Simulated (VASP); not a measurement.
Crystal: TaN.

```
CELL_PARAMETERS angstrom
2.73231 0.00000 0.00000
0.00000 2.73231 0.00000
0.00000 0.00000 2.73231
ATOMIC_POSITIONS crystal
Ta 0.00000 0.00000 0.00000
N 0.50000 0.50000 0.50000
```

- Program: VASP 6.6.1
- Task: relaxation of cell and atoms
- Functional: PBEsol
- Dispersion: D4
- Potentials or basis: VASP PAW PBE potentials, release 64 (Ta_pv, N)
- Cutoff: 600 eV
- k mesh: 10 × 10 × 10
- Occupations: fermi-dirac, width 0.05 eV
- Spin: no spin polarisation

At the start: pressure -6.5 GPa; volume 10.20 Å³/atom.

**Question.** Where does the relaxation end?

**Answer.** Over 3 steps the energy falls by 4.0 meV/atom and the volume is 10.01 Å³/atom (-1.9 %); space group Pm-3m (No. 221, to 0.05 Å).

Step by step:
```
step  energy change (eV)  largest force (eV/Å)  pressure (GPa)  volume (Å³)
   1              0.0000                0.0000           -6.48        20.40
   2              0.0302                0.0000           15.81        19.20
   3             -0.0080                0.0000           -0.11        20.01
```

Final structure:
```yaml
crystal:
  lattice:
    - [2.71508, 0.00000, 0.00000]
    - [0.00000, 2.71508, 0.00000]
    - [0.00000, 0.00000, 2.71508]
  atoms:
    - { symbol: Ta, position: [0.00000, 0.00000, 0.00000] }
    - { symbol: N, position: [0.50000, 0.50000, 0.50000] }
```

Caveat: the PAW data sets were made with another functional, which shifts forces and pressure a little; pairwise dispersion overbinds metals, which lowers pressure and volume.
